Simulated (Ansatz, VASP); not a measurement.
# Two plane-wave programs on CsBr

```
Cs Br
1.0
     4.32259    0.00000    0.00000
     0.00000    4.32259    0.00000
     0.00000    0.00000    4.32259
Cs Br
1 1
Direct
  0.00000 0.00000 0.00000
  0.50000 0.50000 0.50000
```

Alike in both runs: functional r2SCAN; k mesh 10 × 10 × 10; occupations fermi-dirac, width 0.05 eV; no spin polarisation.

Ansatz relaxed the structure, and its values are those at the end. VASP's run is a single point on that final structure, the one shown.

```csv
,VASP,Ansatz
version,VASP 6.6.1,Ansatz 0.2.0
potentials or method,"VASP PAW PBE potentials, release 64 (Cs_sv, Br)","PAW with Ansatz's default frozen-core files, scalar-relativistic"
plane-wave cutoff (eV),550,500
valence electrons in the cell,16,16
```

|  | VASP | Ansatz | Ansatz less VASP |
| --- | --- | --- | --- |
| gap on the k mesh at the Fermi level (eV) | 5.18 | 5.19 | +0.017 |
| pressure (GPa) | 0.1 | 0.0 | -0.05 |

VASP's potentials were made for PBE, not for r2SCAN.

Spin-orbit coupling is off throughout.
